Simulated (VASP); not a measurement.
# TaN (P6_3/mmc) in VASP: further runs

TaN is run at these levels: PBEsol; tasks: relaxation of cell and atoms, single point.

Program: VASP 6.6.1. These are calculated values, not measurements. Logs are shortened: lines on timing, memory, paths and dates and some standing lists are left out, and cuts for length are marked.

### Step 1. The cell of the first run

Symmetry: P6_3/mmc, No. 194, hexagonal system. Conventional cell: a = 2.890 Å, b = 2.890 Å, c = 5.854 Å, α = 90.00°, β = 90.00°, γ = 120.00°. Ta (site symmetry -3m) has 6 N at 2.22 Å and 8 Ta at 2.89 to 2.93 Å within 3.0 Å. N (site symmetry -6m2) has 6 Ta at 2.22 Å and 6 N at 2.89 Å within 2.9 Å.

### Step 2. Relaxation of cell and atoms, PBEsol

Contents of INCAR:

```
PREC = Accurate ; ENCUT = 600
EDIFF = 1E-6 ; ISMEAR = 0
SIGMA = 0.1 ; LREAL = F
LASPH = T ; NELM = 60
ALGO = Normal ; ISIF = 3
LWAVE = F ; LCHARG = F
GGA = PS ; IBRION = 2
NSW = 100 ; EDIFFG = -0.005
```

Contents of KPOINTS:

```
regular mesh
0
Gamma
  18 18 8
```

Contents of POSCAR:

```
TaN
1.0
    2.8903514302      0.0000000000      0.0000000000
   -1.4451757151      2.5031177644      0.0000000000
    0.0000000000      0.0000000000      5.8535234760
Ta N
2 2
Direct
    0.0000000000      0.0000000000      0.0000000000
    0.0000000000      0.0000000000      0.5000000000
    0.3333333333      0.6666666667      0.2500000000
    0.6666666667      0.3333333333      0.7500000000
```

Potentials or basis: VASP PAW PBE potentials, release 64 (Ta_pv, N).

Launch:

```console
> cat potpaw_PBE.64/Ta_pv/POTCAR potpaw_PBE.64/N/POTCAR > POTCAR
> mpirun -np 1 vasp_std > vasp.out
```

OUTCAR:

```text
PREC = Accurate
   ENCUT = 600
   EDIFF = 1E-6
   ISMEAR = 0
   LREAL = F
   LASPH = T
   NELM = 60
   ISIF = 3
   GGA = PS
   IBRION = 2
   NSW = 100
   EDIFFG = -0.005

 ion  position               nearest neighbor table
   1  0.000  0.000  0.000-   3 2.22   4 2.22   3 2.22   4 2.22   4 2.22   3 2.22   2 2.93   2 2.93

   2  0.000  0.000  0.500-   3 2.22   4 2.22   3 2.22   4 2.22   4 2.22   3 2.22   1 2.93   1 2.93

   3  0.333  0.667  0.250-   1 2.22   2 2.22   1 2.22   2 2.22   1 2.22   2 2.22
   4  0.667  0.333  0.750-   1 2.22   2 2.22   1 2.22   2 2.22   1 2.22   2 2.22

  LATTYP: Found a hexagonal cell.
 ALAT       =     2.8903514302
 C/A-ratio  =     2.0251943812

  Lattice vectors:

 A1 = (   2.8903514302,   0.0000000000,   0.0000000000)
 A2 = (  -1.4451757151,   2.5031177644,   0.0000000000)
 A3 = (   0.0000000000,   0.0000000000,   5.8535234760)

Analysis of symmetry for initial positions (statically):
=====================================================================
 Subroutine PRICEL returns:
 Original cell was already a primitive cell.

 Routine SETGRP: Setting up the symmetry group for a
 hexagonal supercell.

 Subroutine GETGRP returns: Found 24 space group operations
 (whereof 12 operations were pure point group operations)
 out of a pool of 24 trial point group operations.

The static configuration has the point symmetry D_3d.
 The point group associated with its full space group is D_6h.

Analysis of symmetry for dynamics (positions and initial velocities):
=====================================================================
 Subroutine PRICEL returns:
 Original cell was already a primitive cell.

 Routine SETGRP: Setting up the symmetry group for a
 hexagonal supercell.

 Subroutine GETGRP returns: Found 24 space group operations
 (whereof 12 operations were pure point group operations)
 out of a pool of 24 trial point group operations.

The dynamic configuration has the point symmetry D_3d.
 The point group associated with its full space group is D_6h.

 Subroutine INISYM returns: Found 24 space group operations
 (whereof 12 operations are pure point group operations),
 and found     1 'primitive' translations

[... 98 lines left out ...]
   EDIFF  = 0.1E-05   stopping-criterion for ELM
   LREAL  =      F    real-space projection
   EDIFFG = -.5E-02   stopping-criterion for IOM
   NSW    =    100    number of steps for IOM
   IBRION =      2    ionic relax: 0-MD 1-quasi-New 2-CG
   NFREE  =      1    steps in history (QN), initial steepest desc. (CG)
   ISIF   =      3    stress and relaxation
   ISYM   =      2    0-nonsym 1-usesym 2-fastsym
   POTIM  = 0.5000    time-step for ionic-motion
   TEBEG  =    0.0;   TEEND  =   0.0 temperature during run
   PSTRESS=    0.0 pullay stress
   NELECT =      32.0000    total number of electrons
   NUPDOWN=      -1.0000    fix difference up-down
   EMIN   =  10.00;   EMAX   =-10.00  energy-range for DOS
   EFERMI =   0.00;   METHOD = LEGACY
   ISMEAR =     0;   SIGMA  =   0.10  broadening in eV -4-tet -1-fermi 0-gaus
   EFERMI_NEDOS =   21; number of points for ismear=-14 and -15
   IALGO  =     38    algorithm
   IMIX   =      4    mixing-type and parameters
     AMIX     =   0.40;   BMIX     =  1.00
     AMIX_MAG =   1.60;   BMIX_MAG =  1.00
  volume/ion in A,a.u.               =      10.59        71.45
  Fermi-wavevector in a.u.,A,eV,Ry     =   1.491106  2.817781 30.251136  2.223396
  Thomas-Fermi vector in A             =   2.603803
   LORBIT       =      0    0 simple, 1 ext, 2 COOP (PROOUT), +10 PAW based schemes
   GGA     = PS    functional components
   LHFCALC =     F    Hartree Fock is set to
   AEXX    =    0.0000 exact exchange contribution
   IVDW    =     0    specifies the selected vdW correction
   LEPSILON=     F    determine dielectric tensor
   LRPA    =     F    only Hartree local field effects (RPA)
 conjugate gradient relaxation of ions
 non-spin polarized calculation
 Gauss-broadening in eV      SIGMA  =   0.10
  energy-cutoff  :      600.00
  volume of cell :       42.35
 maximum number of plane-waves:      1438
 NGX is ok and might be reduce to    24

--------------------------------------- Ionic step        1  -------------------------------------------

 number of electron      31.9999997 magnetization

 Free energy of the ion-electron system (eV)
  ---------------------------------------------------
  ext. energy  EPLUGINS =         0.00000000
  ---------------------------------------------------
  free energy    TOTEN  =       -46.77816533 eV

  energy without entropy =      -46.77275391  energy(sigma->0) =      -46.77545962

------------------------ aborting loop because EDIFF is reached ----------------------------------------

  FORCE on cell =-STRESS in cart. coord.  units (eV):
  Direction    XX          YY          ZZ          XY          YZ          ZX
  --------------------------------------------------------------------------------------
  -------------------------------------------------------------------------------------
  Total        0.1826265      0.1826265      0.4909218      0.0000000      0.0000000      0.0000000
  in kB        6.9091591      6.9091591     18.5726389      0.0000000      0.0000000      0.0000000
  external PRESSURE =      10.7969857 kB  Pullay stress =       0.0000000 kB
[... 177 lines left out ...]
--------------------------------------- Ionic step        6  -------------------------------------------

 number of electron      31.9999998 magnetization

 Free energy of the ion-electron system (eV)
  ---------------------------------------------------
  ext. energy  EPLUGINS =         0.00000000
  ---------------------------------------------------
  free energy    TOTEN  =       -46.77873355 eV

  energy without entropy =      -46.77336214  energy(sigma->0) =      -46.77604785

 E-fermi :   8.2443     XC(G=0): -13.5872

 val. band max:        8.2424143322   @ k =   0.1667   0.1667   0.5000
 cond. band min:       8.2545530822   @ k =   0.1111   0.0000   0.2500
 fundamental gap:      0.0121387500
 Fermi energy:         8.2442989262

 k-point     1 :       0.0000    0.0000    0.0000
  band No.  band energies     occupation
      1     -27.3027      2.00000
      2     -26.4725      2.00000
      3     -26.1953      2.00000
      4     -26.1953      2.00000
      5     -26.1276      2.00000
      6     -26.1276      2.00000
[... 541 lines left out ...]
     19      12.7389      0.00000
     20      13.0905      0.00000

 [... further k-points ...]
[... 5 lines left out ...]
  --------------------------------------------------------------------------------------
  -------------------------------------------------------------------------------------
  Total       -0.0006239     -0.0006239     -0.0145784      0.0000000      0.0000000      0.0000000
  in kB       -0.0235352     -0.0235352     -0.5499132      0.0000000      0.0000000      0.0000000
  external PRESSURE =      -0.1989945 kB  Pullay stress =       0.0000000 kB
[... 19 lines left out ...]
  FREE ENERGIE OF THE ION-ELECTRON SYSTEM (eV)
  ---------------------------------------------------
  free  energy   TOTEN  =       -46.7787335497 eV

  energy  without entropy=      -46.7733621414  energy(sigma->0) =      -46.77604785

 reached required accuracy - stopping structural energy minimisation
```

It took 9.6 min on 1 thread of Intel Xeon 8259CL, shared host; peak memory 0.32 GiB.

What came out:

```yaml
Free_energy: -46.7787 eV
Relaxed_volume: 10.62 Å³/atom
Relaxed_cell: a = 2.892 Å, b = 2.892 Å, c = 5.866 Å, α = 90.00°, β = 90.00°, γ = 120.00°
Space_group_after_relaxing_to_0.1_Å: P6_3/mmc (No. 194)
Energy_gained_by_relaxing: 0.1 meV/atom
Ionic_steps: 6
Pressure_after_relaxing: 0.0 GPa
Band_gap_on_the_k_mesh: zero (bands 16 and 17 overlap by 1.03 eV)
```

Step by step:
| step | energy change (eV) | largest force (eV/Å) | pressure (GPa) | volume (Å³) |
| --- | --- | --- | --- | --- |
| 1 | 0.0000 | 0.0000 | 1.08 | 42.35 |
| 2 | 0.0024 | 0.0000 | -2.68 | 42.79 |
| 3 | -0.0006 | 0.0000 | -0.06 | 42.48 |
| 4 | -0.0006 | 0.0000 | -0.07 | 42.48 |
| 5 | -0.0006 | 0.0000 | 0.01 | 42.47 |
| 6 | -0.0006 | 0.0000 | -0.02 | 42.47 |

Final structure:
```
CELL_PARAMETERS angstrom
2.89163 0.00000 0.00000
-1.44581 2.50422 0.00000
0.00000 0.00000 5.86556
ATOMIC_POSITIONS crystal
Ta 0.00000 0.00000 0.00000
Ta 0.00000 0.00000 0.50000
N 0.33333 0.66667 0.25000
N 0.66667 0.33333 0.75000
```

Caveat: the PAW data sets were made with another functional, which shifts forces and pressure a little; spin-orbit coupling is left out, which moves the levels of the heavy elements.

### Step 3. Single point, PBEsol

This run uses another cell than the first one, of the same volume but with other edges.

Contents of INCAR:

```
PREC = Accurate
ENCUT = 520
EDIFF = 1E-6
ISMEAR = 0
SIGMA = 0.1
LREAL = False
LASPH = True
NELM = 60
ALGO = Normal
ISIF = 2
LWAVE = False
LCHARG = True
GGA = PS
LELF = True
LVHAR = True
ISYM = 0
NBANDS = 24
```

Contents of KPOINTS:

```
regular mesh
0
Gamma
  7 6 26
```

Contents of POSCAR:

```
TaN
1.0
    5.0047014719      0.0000000000      0.0000000000
    0.0000000000      6.5343660552      0.0000000000
    2.5023507359     -0.6388540375      1.2958080827
Ta N
2 2
Direct
    0.0000000000      0.0000000000      0.0000000000
    0.5000000000      0.5000000000      0.0000000000
    0.4166666667      0.2500000000      0.5000000000
    0.5833333333      0.7500000000      0.5000000000
```

Potentials or basis: VASP PAW PBE potentials, release 64 (Ta_pv, N).

Launch:

```console
> cat potpaw_PBE.64/Ta_pv/POTCAR potpaw_PBE.64/N/POTCAR > POTCAR
> mpirun -np 1 vasp_std > vasp.out
```

OUTCAR:

```text
PREC = Accurate
   ENCUT = 520
   EDIFF = 1E-6
   ISMEAR = 0
   LREAL = False
   LASPH = True
   NELM = 60
   ISIF = 2
   GGA = PS
   ISYM = 0

 ion  position               nearest neighbor table
   1  0.000  0.000  0.000-   4 2.22   3 2.22   3 2.22   4 2.22   3 2.22   2 2.93   2 2.93
   2  0.500  0.500  0.000-   4 2.22   3 2.22   3 2.22   4 2.22   4 2.22   1 2.93   1 2.93
   3  0.417  0.250  0.500-   2 2.22   1 2.22   2 2.22   1 2.22   2 2.22
   4  0.583  0.750  0.500-   2 2.22   1 2.22   1 2.22   2 2.22   1 2.22

IMPORTANT INFORMATION: All symmetrisations will be switched off!
NOSYMM: (Re-)initialisation of all symmetry stuff for point group C_1.

----------------------------------------------------------------------------------------

                                     Primitive cell

  volume of cell :      42.3762

  direct lattice vectors                    reciprocal lattice vectors
     5.004701472  0.000000000  0.000000000     0.199812118  0.000000000 -0.385859609
     0.000000000  6.534366055  0.000000000     0.000000000  0.153037034  0.075449697
     2.502350736 -0.638854038  1.295808083     0.000000000  0.000000000  0.771719218

  length of vectors
     5.004701472  6.534366055  2.889465742     0.434525627  0.170625293  0.771719218

  position of ions in fractional coordinates (direct lattice)
     0.000000000  0.000000000  0.000000000
     0.500000000  0.500000000  0.000000000
     0.416666667  0.250000000  0.500000000
     0.583333333  0.750000000  0.500000000

  ion indices of the primitive-cell ions
   primitive index   ion index
                 1           1
                 2           2
                 3           3
                 4           4

----------------------------------------------------------------------------------------

 KPOINTS: regular mesh

Automatic generation of k-mesh.
[... 105 lines left out ...]
   IALGO  =     38    algorithm
   IMIX   =      4    mixing-type and parameters
     AMIX     =   0.40;   BMIX     =  1.00
     AMIX_MAG =   1.60;   BMIX_MAG =  1.00
  volume/ion in A,a.u.               =      10.59        71.49
  Fermi-wavevector in a.u.,A,eV,Ry     =   1.490793  2.817191 30.238461  2.222464
  Thomas-Fermi vector in A             =   2.603530
   LORBIT       =      0    0 simple, 1 ext, 2 COOP (PROOUT), +10 PAW based schemes
   GGA     = PS    functional components
   LHFCALC =     F    Hartree Fock is set to
   AEXX    =    0.0000 exact exchange contribution
   IVDW    =     0    specifies the selected vdW correction
   LEPSILON=     F    determine dielectric tensor
   LRPA    =     F    only Hartree local field effects (RPA)
 non-spin polarized calculation
 Gauss-broadening in eV      SIGMA  =   0.10
  energy-cutoff  :      520.00
  volume of cell :       42.38
 maximum number of plane-waves:      1174
 NGX is ok and might be reduce to    40

 number of electron      32.0000003 magnetization

 Free energy of the ion-electron system (eV)
  ---------------------------------------------------
  ext. energy  EPLUGINS =         0.00000000
  ---------------------------------------------------
  free energy    TOTEN  =       -46.77398532 eV

  energy without entropy =      -46.76867130  energy(sigma->0) =      -46.77132831

 E-fermi :   8.2625     XC(G=0): -13.6000

 val. band max:        8.2580014274   @ k =   0.0000   0.3333   0.1154
 cond. band min:       8.2672060343   @ k =   0.2857   0.5000   0.1923
 fundamental gap:      0.0092046069
 Fermi energy:         8.2624558733

 k-point     1 :       0.0000    0.0000    0.0000
  band No.  band energies     occupation
      1     -27.2807      2.00000
      2     -26.4431      2.00000
      3     -26.1644      2.00000
      4     -26.1628      2.00000
      5     -26.0961      2.00000
      6     -26.0944      2.00000
[... 637 lines left out ...]
     23      12.6217      0.00000
     24      14.1177      0.00000

 [... further k-points ...]

------------------------ aborting loop because EDIFF is reached ----------------------------------------

  FORCE on cell =-STRESS in cart. coord.  units (eV):
  Direction    XX          YY          ZZ          XY          YZ          ZX
  --------------------------------------------------------------------------------------
  -------------------------------------------------------------------------------------
  Total        0.2917534      0.2032102      0.2483521     -0.0003368      0.0402612     -0.0048031
  in kB       11.0307269      7.6830513      9.3897944     -0.0127357      1.5222096     -0.1815975
  external PRESSURE =       9.3678576 kB  Pullay stress =       0.0000000 kB

 VOLUME and BASIS-vectors are now :
 -----------------------------------------------------------------------------
  energy-cutoff  :      520.00
  volume of cell :       42.38
      direct lattice vectors                 reciprocal lattice vectors
     5.004701472  0.000000000  0.000000000     0.199812118  0.000000000 -0.385859609
     0.000000000  6.534366055  0.000000000     0.000000000  0.153037034  0.075449697
     2.502350736 -0.638854038  1.295808083     0.000000000  0.000000000  0.771719218

 POSITION                                       TOTAL-FORCE (eV/Angst)
 -----------------------------------------------------------------------------------
      0.00000      0.00000      0.00000         0.000000     -0.000003     -0.000001
      2.50235      3.26718      0.00000         0.000000      0.000004      0.000002
      3.33647      1.31416      0.64790        -0.001058      0.001545     -0.001431
      4.17058      4.58135      0.64790         0.001057     -0.001546      0.001430
 -----------------------------------------------------------------------------------
    total drift:                               -0.000002      0.000001      0.000002

  FREE ENERGIE OF THE ION-ELECTRON SYSTEM (eV)
  ---------------------------------------------------
  free  energy   TOTEN  =       -46.7739853210 eV

  energy  without entropy=      -46.7686713043  energy(sigma->0) =      -46.77132831
```

It took 18 min on 1 thread of Intel Xeon 8259CL, shared host; peak memory 0.59 GiB.

What came out:

* Free energy: -46.7740 eV
* Pressure: 0.9 GPa
* Band gap on the k mesh: zero (bands 16 and 17 overlap by 1.22 eV)

Forces in eV/Å, atoms in the order of the input:
```
Ta   0.000  0.000  0.000
Ta   0.000  0.000  0.000
N   -0.001  0.002 -0.001
N    0.001 -0.002  0.001
```

Caveat: the PAW data sets were made with another functional, which shifts forces and pressure a little; spin-orbit coupling is left out, which moves the levels of the heavy elements.
